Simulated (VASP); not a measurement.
Here is a VASP 6.6.1 calculation.

Contents of POSCAR:

```
PtSe2
1.0
    3.7472936128      0.0000000000      0.0000000000
   -1.8736468064      3.2452514641      0.0000000000
    0.0000000000      0.0000000000      5.3035424151
Pt Se
1 2
Direct
    0.0000000000      0.0000000000      0.0000000000
    0.3333333333      0.6666666667      0.2434730995
    0.6666666667      0.3333333333      0.7565269005
```

The input INCAR.step1:

```
SYSTEM = PtSe2
ALGO     = Normal         ! electronic algorithm
EDIFF    = 1E-4           ! SCF threshold, eV
ENCUT    = 520            ! plane-wave cutoff, eV
GGA      = PE             ! functional
ISMEAR   = -1             ! smearing method
LASPH    = .True.         ! aspherical terms in the spheres
LCHARG   = .False.        ! write CHGCAR
LREAL    = .False.        ! projectors in reciprocal space
LWAVE    = .True.         ! write WAVECAR
NBANDS   = 18             ! bands
NELM     = 100            ! most SCF steps
PREC     = Accurate       ! precision mode
SIGMA    = 0.02           ! smearing width, eV
```

File INCAR.step2:

```
SYSTEM = PtSe2
ALGO     = Normal         ! electronic algorithm
EDIFF    = 1E-6           ! SCF threshold, eV
ENCUT    = 520            ! plane-wave cutoff, eV
ISIF     = 2              ! what is computed and relaxed
ISMEAR   = -1             ! smearing method
ISTART   = 1            
LASPH    = .True.         ! aspherical terms in the spheres
LCHARG   = .False.        ! write CHGCAR
LMIXTAU  = .True.       
LREAL    = .False.        ! projectors in reciprocal space
LWAVE    = .False.        ! write WAVECAR
METAGGA  = R2SCAN         ! meta-GGA
NBANDS   = 18             ! bands
NELM     = 100            ! most SCF steps
PREC     = Accurate       ! precision mode
SIGMA    = 0.02           ! smearing width, eV
```

File KPOINTS:

```
k-points
0
Gamma
  12 12 6
  0 0 0
```

Potentials or basis: VASP PAW PBE potentials, release 64 (Pt, Se).

Run with:

```bash
$ cat potpaw_PBE.64/Pt/POTCAR potpaw_PBE.64/Se/POTCAR > POTCAR
$ cp INCAR.step1 INCAR
$ mpirun -np 1 vasp_std > vasp.out
$ cp INCAR.step2 INCAR
$ mpirun -np 1 vasp_std > vasp.out
```

Task: Estimate the pressure.

Result: 0.4 GPa.

Task: What does it give for the largest force?

Result: 0.017 eV/Å.

Forces in eV/Å, atoms in the order of the input:
```
Pt   0.000  0.000  0.000
Se   0.000  0.000 -0.017
Se   0.000  0.000  0.017
```

Caveat: the cell differs from its parent crystal (strain +0.5%); the PAW data sets were made with another functional, which shifts forces and pressure a little.
